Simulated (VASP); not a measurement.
# InP (I-4m2) in VASP: further runs

The runs below take InP through single point, with PBE.

Program: VASP 6.6.1. These are calculated values, not measurements. Logs are shortened: lines on timing, memory, paths and dates and some standing lists are left out, and cuts for length are marked.

## Step 1: The cell of the first run

It takes space group I-4m2 (No. 119, tetragonal). Conventional cell: a = 4.213 Å, b = 4.213 Å, c = 5.850 Å, α = 90.00°, β = 90.00°, γ = 90.00°. Within 3.4 Å of In (site symmetry -4m2) lie 4 P at 2.56 Å. Within 3.4 Å of P (site symmetry -4m2) lie 4 In at 2.56 Å.

## Step 2: Single point, PBE (epitaxial xy strain +0.9%)

Input file INCAR:

```
SYSTEM = InP
PREC = Accurate ; ENCUT = 520
EDIFF = 1E-6 ; ISMEAR = -1
SIGMA = 0.02 ; LREAL = .False.
LASPH = .True. ; NELM = 100
ALGO = Normal ; ISIF = 2
LWAVE = .False. ; LCHARG = .False.
GGA = PE ; NBANDS = 16
```

Input file KPOINTS:

```
regular mesh
0
Gamma
  8 8 8
  0 0 0
```

Input file POSCAR:

```
InP
1.0
    0.0000000000      2.9791902107      2.9250818287
    2.9791902107      0.0000000000      2.9250818287
    2.9791902107      2.9791902107      0.0000000000
In P
1 1
Direct
    0.0000000000      0.0000000000      0.0000000000
    0.2500000000      0.2500000000      0.2500000000
```

Potentials or basis: VASP PAW PBE potentials, release 64 (In_d, P).

Command:

```
$ cat potpaw_PBE.64/In_d/POTCAR potpaw_PBE.64/P/POTCAR > POTCAR
$ mpirun -np 1 vasp_std > vasp.out
```

OUTCAR:

```text
SYSTEM = InP
   PREC = Accurate
   ENCUT = 520
   EDIFF = 1E-6
   ISMEAR = -1
   LREAL = .False.
   LASPH = .True.
   NELM = 100
   ISIF = 2
   GGA = PE

 ion  position               nearest neighbor table
   1  0.000  0.000  0.000-   2 2.56   2 2.56   2 2.56   2 2.56
   2  0.250  0.250  0.250-   1 2.56   1 2.56   1 2.56   1 2.56

  LATTYP: Found a body centered tetragonal cell.
 ALAT       =     4.2132112009
 C/A-ratio  =     1.3885284593

  Lattice vectors:

 A1 = (   0.0000000000,  -2.9791902107,  -2.9250818287)
 A2 = (   0.0000000000,   2.9791902107,  -2.9250818287)
 A3 = (   2.9791902107,   0.0000000000,   2.9250818287)

Analysis of symmetry for initial positions (statically):
=====================================================================
 Subroutine PRICEL returns:
 Original cell was already a primitive cell.

 Routine SETGRP: Setting up the symmetry group for a
 body centered tetragonal supercell.

 Subroutine GETGRP returns: Found  8 space group operations
 (whereof  8 operations were pure point group operations)
 out of a pool of 16 trial point group operations.

The static configuration has the point symmetry D_2d.

Analysis of symmetry for dynamics (positions and initial velocities):
=====================================================================
 Subroutine PRICEL returns:
 Original cell was already a primitive cell.

 Routine SETGRP: Setting up the symmetry group for a
 body centered tetragonal supercell.

 Subroutine GETGRP returns: Found  8 space group operations
 (whereof  8 operations were pure point group operations)
 out of a pool of 16 trial point group operations.

The dynamic configuration has the point symmetry D_2d.

 Subroutine INISYM returns: Found  8 space group operations
 (whereof  8 operations are pure point group operations),
 and found     1 'primitive' translations

----------------------------------------------------------------------------------------

                                     Primitive cell

  volume of cell :      51.9236

  direct lattice vectors                    reciprocal lattice vectors
     0.000000000  2.979190211  2.925081829    -0.167830841  0.167830841  0.170935389
     2.979190211  0.000000000  2.925081829     0.167830841 -0.167830841  0.170935389
     2.979190211  2.979190211  0.000000000     0.167830841  0.167830841 -0.170935389

  length of vectors
     4.175126108  4.175126108  4.213211201     0.292494940  0.292494940  0.292494940

  position of ions in fractional coordinates (direct lattice)
     0.000000000  0.000000000  0.000000000
     0.250000000  0.250000000  0.250000000

  ion indices of the primitive-cell ions
   primitive index   ion index
                 1           1
                 2           2

----------------------------------------------------------------------------------------

 KPOINTS: regular mesh

Automatic generation of k-mesh.
 Grid dimensions read from file:
 generate k-points for:    8    8    8

 Generating k-lattice:

  Cartesian coordinates                     Fractional coordinates (reciprocal lattice)
    -0.020978855  0.020978855  0.021366924     0.125000000 -0.000000000  0.000000000
     0.020978855 -0.020978855  0.021366924    -0.000000000  0.125000000  0.000000000
     0.020978855  0.020978855 -0.021366924     0.000000000  0.000000000  0.125000000

  Length of vectors
     0.036561867  0.036561867  0.036561867

  Shift w.r.t. Gamma in fractional coordinates (k-lattice)
     0.000000000  0.000000000  0.000000000

 Subroutine IBZKPT returns following result:
 ===========================================

 Found     59 irreducible k-points:

 Following reciprocal coordinates:
            Coordinates               Weight
  0.000000  0.000000  0.000000      1.000000
  0.125000  0.000000  0.000000      8.000000
  0.250000  0.000000  0.000000      8.000000
  0.375000  0.000000  0.000000      8.000000
  0.500000  0.000000  0.000000      4.000000
  0.125000  0.125000  0.000000      2.000000
[... 16 lines left out ...]
  0.250000  0.000000  0.125000     16.000000
  0.375000 -0.000000  0.125000     16.000000
 [... further k-points ...]
   k-points           NKPTS =     59   k-points in BZ     NKDIM =     59   number of bands    NBANDS=     16
   number of dos      NEDOS =    301   number of ions     NIONS =      2
   total plane-waves  NPLWV =  32768
   dimension x,y,z NGX =    32 NGY =   32 NGZ =   32
   dimension x,y,z NGXF=    64 NGYF=   64 NGZF=   64
   ions per type =               1   1
   NGX,Y,Z   is equivalent  to a cutoff of  12.74, 12.74, 12.63 a.u.
   NGXF,Y,Z  is equivalent  to a cutoff of  25.48, 25.48, 25.25 a.u.
 SYSTEM =  InP
   PREC   = accura    normal or accurate (medium, high low for compatibility)
   ISTART =      0    job   : 0-new  1-cont  2-samecut
   ICHARG =      2    charge: 1-file 2-atom 10-const
   ISPIN  =      1    spin polarized calculation?
   LNONCOLLINEAR =      F non collinear calculations
   LSORBIT =      F    spin-orbit coupling
   LASPH  =      T    aspherical Exc in radial PAW
   ENCUT  =  520.0 eV  38.22 Ry    6.18 a.u.   7.76  7.76  7.83*2*pi/ulx,y,z
   NELM   =    100;   NELMIN=  2; NELMDL= -5     # of ELM steps
   EDIFF  = 0.1E-05   stopping-criterion for ELM
   LREAL  =      F    real-space projection
   EDIFFG = 0.1E-04   stopping-criterion for IOM
   NSW    =      0    number of steps for IOM
   IBRION =     -1    ionic relax: 0-MD 1-quasi-New 2-CG
   NFREE  =      0    steps in history (QN), initial steepest desc. (CG)
   ISIF   =      2    stress and relaxation
   ISYM   =      2    0-nonsym 1-usesym 2-fastsym
   POTIM  = 0.5000    time-step for ionic-motion
   TEBEG  =    0.0;   TEEND  =   0.0 temperature during run
   PSTRESS=    0.0 pullay stress
   NELECT =      18.0000    total number of electrons
   NUPDOWN=      -1.0000    fix difference up-down
   EMIN   =  10.00;   EMAX   =-10.00  energy-range for DOS
   EFERMI =   0.00;   METHOD = LEGACY
   ISMEAR =    -1;   SIGMA  =   0.02  broadening in eV -4-tet -1-fermi 0-gaus
   EFERMI_NEDOS =   21; number of points for ismear=-14 and -15
   IALGO  =     38    algorithm
   IMIX   =      4    mixing-type and parameters
     AMIX     =   0.40;   BMIX     =  1.00
     AMIX_MAG =   1.60;   BMIX_MAG =  1.00
  volume/ion in A,a.u.               =      25.96       175.20
  Fermi-wavevector in a.u.,A,eV,Ry     =   1.150034  2.173250 17.994782  1.322579
  Thomas-Fermi vector in A             =   2.286701
   LORBIT       =      0    0 simple, 1 ext, 2 COOP (PROOUT), +10 PAW based schemes
   GGA     = PE    functional components
   LHFCALC =     F    Hartree Fock is set to
   AEXX    =    0.0000 exact exchange contribution
   IVDW    =     0    specifies the selected vdW correction
   LEPSILON=     F    determine dielectric tensor
   LRPA    =     F    only Hartree local field effects (RPA)
 non-spin polarized calculation
  energy-cutoff  :      520.00
  volume of cell :       51.92
 maximum number of plane-waves:      1411
   NGX = 15   NGY = 15   NGZ = 15

 number of electron      18.0000008 magnetization

 Free energy of the ion-electron system (eV)
  ---------------------------------------------------
  ext. energy  EPLUGINS =         0.00000000
  ---------------------------------------------------
  free energy    TOTEN  =        -8.40128397 eV

  energy without entropy =       -8.40128396  energy(sigma->0) =       -8.40128396

 E-fermi :   5.1520     XC(G=0):  -9.1461

 val. band max:        4.9086152764   @ k =   0.0000   0.0000   0.0000
 cond. band min:       5.3946683892   @ k =   0.0000   0.0000   0.0000
 fundamental gap:      0.4860531128
 Fermi energy:         5.1519823193

 k-point     1 :       0.0000    0.0000    0.0000
  band No.  band energies     occupation
      1      -9.2760      2.00000
      2      -9.2760      2.00000
      3      -9.2682      2.00000
      4      -9.1380      2.00000
      5      -9.1352      2.00000
      6      -6.4536      2.00000
[... 8 lines left out ...]
     15      14.1167      0.00000
     16      14.3860      0.00000

 k-point     2 :       0.1250    0.0000    0.0000
  band No.  band energies     occupation
      1      -9.2903      2.00000
      2      -9.2693      2.00000
      3      -9.2638      2.00000
      4      -9.1382      2.00000
      5      -9.1348      2.00000
      6      -6.2840      2.00000
[... 8 lines left out ...]
     15      13.7140      0.00000
     16      14.0822      0.00000

 k-point     3 :       0.2500    0.0000    0.0000
  band No.  band energies     occupation
      1      -9.3280      2.00000
      2      -9.2549      2.00000
      3      -9.2501      2.00000
      4      -9.1366      2.00000
      5      -9.1317      2.00000
      6      -5.8108      2.00000
[... 8 lines left out ...]
     15      13.4346      0.00000
     16      13.9534      0.00000

 k-point     4 :       0.3750    0.0000    0.0000
  band No.  band energies     occupation
      1      -9.3639      2.00000
      2      -9.2441      2.00000
      3      -9.2394      2.00000
      4      -9.1314      2.00000
      5      -9.1248      2.00000
      6      -5.1827      2.00000
[... 8 lines left out ...]
     15      14.3063      0.00000
     16      14.3413      0.00000

 k-point     5 :       0.5000    0.0000    0.0000
  band No.  band energies     occupation
      1      -9.3784      2.00000
      2      -9.2408      2.00000
      3      -9.2361      2.00000
      4      -9.1280      2.00000
      5      -9.1207      2.00000
      6      -4.8303      2.00000
[... 8 lines left out ...]
     15      15.3586      0.00000
     16      15.4831      0.00000

 k-point     6 :       0.1250    0.1250    0.0000
  band No.  band energies     occupation
      1      -9.2980      2.00000
      2      -9.2626      2.00000
      3      -9.2626      2.00000
      4      -9.1439      2.00000
      5      -9.1302      2.00000
      6      -6.2230      2.00000
[... 8 lines left out ...]
     15      14.2672      0.00000
     16      14.5077      0.00000

 k-point     7 :       0.2500    0.1250    0.0000
  band No.  band energies     occupation
      1      -9.3310      2.00000
      2      -9.2488      2.00000
      3      -9.2473      2.00000
      4      -9.1482      2.00000
      5      -9.1251      2.00000
      6      -5.8464      2.00000
[... 8 lines left out ...]
     15      14.2126      0.00000
     16      15.1343      0.00000

 k-point     8 :       0.3750    0.1250    0.0000
  band No.  band energies     occupation
      1      -9.3641      2.00000
      2      -9.2378      2.00000
      3      -9.2349      2.00000
      4      -9.1458      2.00000
      5      -9.1196      2.00000
      6      -5.2541      2.00000
[... 8 lines left out ...]
     15      14.8095      0.00000
     16      14.8813      0.00000

 k-point     9 :       0.5000    0.1250    0.0000
  band No.  band energies     occupation
      1      -9.3818      2.00000
      2      -9.2331      2.00000
      3      -9.2309      2.00000
      4      -9.1375      2.00000
      5      -9.1191      2.00000
      6      -4.7603      2.00000
[... 8 lines left out ...]
     15      15.4220      0.00000
     16      15.4928      0.00000
[... 172 lines left out ...]
 k-point    19 :       0.5000    0.3750    0.0000
  band No.  band energies     occupation
      1      -9.4272      2.00000
      2      -9.1939      2.00000
      3      -9.1878      2.00000
      4      -9.1761      2.00000
      5      -9.1059      2.00000
      6      -4.3054      2.00000
[... 8 lines left out ...]
     15      15.6475      0.00000
     16      16.7037      0.00000

 k-point    20 :      -0.3750    0.3750    0.0000
  band No.  band energies     occupation
      1      -9.4143      2.00000
      2      -9.2073      2.00000
      3      -9.1939      2.00000
      4      -9.1640      2.00000
      5      -9.1145      2.00000
      6      -4.2059      2.00000
[... 8 lines left out ...]
     15      14.6437      0.00000
     16      17.6380      0.00000

 k-point    21 :       0.5000    0.5000    0.0000
  band No.  band energies     occupation
      1      -9.4399      2.00000
      2      -9.1858      2.00000
      3      -9.1804      2.00000
      4      -9.1804      2.00000
      5      -9.1014      2.00000
      6      -4.1720      2.00000
[... 8 lines left out ...]
     15      15.5511      0.00000
     16      16.5505      0.00000

 k-point    22 :       0.1250    0.0000    0.1250
  band No.  band energies     occupation
      1      -9.3045      2.00000
      2      -9.2624      2.00000
      3      -9.2557      2.00000
      4      -9.1412      2.00000
      5      -9.1326      2.00000
      6      -6.2303      2.00000
[... 8 lines left out ...]
     15      14.3739      0.00000
     16      14.5123      0.00000

 k-point    23 :       0.2500    0.0000    0.1250
  band No.  band energies     occupation
      1      -9.3346      2.00000
      2      -9.2488      2.00000
      3      -9.2427      2.00000
      4      -9.1445      2.00000
      5      -9.1284      2.00000
      6      -5.8597      2.00000
[... 8 lines left out ...]
     15      14.3001      0.00000
     16      15.1745      0.00000

 k-point    24 :       0.3750   -0.0000    0.1250
  band No.  band energies     occupation
      1      -9.3651      2.00000
      2      -9.2396      2.00000
      3      -9.2314      2.00000
      4      -9.1411      2.00000
      5      -9.1240      2.00000
      6      -5.2695      2.00000
[... 8 lines left out ...]
     15      14.7189      0.00000
     16      14.9150      0.00000

 [... further k-points ...]

------------------------ aborting loop because EDIFF is reached ----------------------------------------

  FORCE on cell =-STRESS in cart. coord.  units (eV):
  Direction    XX          YY          ZZ          XY          YZ          ZX
  --------------------------------------------------------------------------------------
  -------------------------------------------------------------------------------------
  Total        0.2793138      0.2793138      0.5134633      0.0000000     -0.0000000      0.0000000
  in kB        8.6186350      8.6186350     15.8436609      0.0000000     -0.0000000      0.0000000
  external PRESSURE =      11.0269770 kB  Pullay stress =       0.0000000 kB

 VOLUME and BASIS-vectors are now :
 -----------------------------------------------------------------------------
  energy-cutoff  :      520.00
  volume of cell :       51.92
      direct lattice vectors                 reciprocal lattice vectors
     0.000000000  2.979190211  2.925081829    -0.167830841  0.167830841  0.170935389
     2.979190211  0.000000000  2.925081829     0.167830841 -0.167830841  0.170935389
     2.979190211  2.979190211  0.000000000     0.167830841  0.167830841 -0.170935389

 POSITION                                       TOTAL-FORCE (eV/Angst)
 -----------------------------------------------------------------------------------
      0.00000      0.00000      0.00000         0.000000      0.000000     -0.000000
      1.48960      1.48960      1.46254        -0.000000     -0.000000      0.000000
 -----------------------------------------------------------------------------------
    total drift:                               -0.000000     -0.000000     -0.000000

  FREE ENERGIE OF THE ION-ELECTRON SYSTEM (eV)
  ---------------------------------------------------
  free  energy   TOTEN  =        -8.4012839693 eV

  energy  without entropy=       -8.4012839582  energy(sigma->0) =       -8.40128396
```

It took 29 s on 1 thread of Intel Xeon 6975P-C, shared host; peak memory 0.2 GiB.

What came out:

```
Free energy            : -8.4013 eV
Pressure               : 1.1 GPa
Band gap on the k mesh : 0.49 eV, direct
```

Stress tensor (GPa, compression positive):
```
0.86 0.00 0.00
0.00 0.86 0.00
0.00 0.00 1.58
```

Caveat: the cell differs from its parent crystal (epitaxial xy strain +0.9%); spin-orbit coupling is left out, which moves the levels of the heavy elements.

## Step 3: Single point, PBE (uniaxial x strain +3.6%)

Input file INCAR:

```
ALGO = Normal ; EDIFF = 1E-7
ENCUT = 520 ; GGA = PE
ISIF = 2 ; ISMEAR = -1
LASPH = T ; LCHARG = F
LREAL = F ; LWAVE = F
NBANDS = 16 ; NELM = 60
PREC = Accurate ; SIGMA = 0.02
```

Input file KPOINTS:

```
k-points
0
Gamma
  8 8 8
```

Input file POSCAR:

```
InP
1.0
    0.0000000000      2.9537876370      2.9537876370
    3.0607147495      0.0000000000      2.9537876370
    3.0607147495      2.9537876370      0.0000000000
In P
1 1
Direct
    0.0000000000      0.0000000000      0.0000000000
    0.2500000000      0.2500000000      0.2500000000
```

Potentials or basis: VASP PAW PBE potentials, release 64 (In_d, P).

Command:

```
$ cat potpaw_PBE.64/In_d/POTCAR potpaw_PBE.64/P/POTCAR > POTCAR
$ mpirun -np 1 vasp_std > vasp.out
```

Run time: 40 s. Hardware: 1 thread of Intel Xeon 6975P-C, shared host; peak memory 0.2 GiB.

The run converged. Its results:

```
Free energy            : -8.3992 eV
Pressure               : -0.6 GPa
Band gap on the k mesh : 0.32 eV, direct
```

Stress tensor (GPa, compression positive):
```
-1.67  0.00  0.00
 0.00 -0.10  0.00
 0.00  0.00 -0.10
```

Levels at points of the mesh, in eV from the valence-band top:
```csv
k point,band 7,band 8,band 9,band 10,band 11,band 12
"(0.00, 0.00, 0.00)",-0.17,0.00,0.00,0.32,4.02,4.02
"(0.50, 0.00, 0.00)",-5.48,-1.05,-0.83,1.28,4.65,4.86
"(0.50, 0.50, 0.00)",-5.49,-2.25,-2.23,1.75,2.10,8.89
"(0.00, 0.50, 0.50)",-5.69,-2.05,-2.05,1.93,2.41,8.58
```

Caveat: the cell differs from its parent crystal (uniaxial x strain +3.6%); spin-orbit coupling is left out, which moves the levels of the heavy elements.
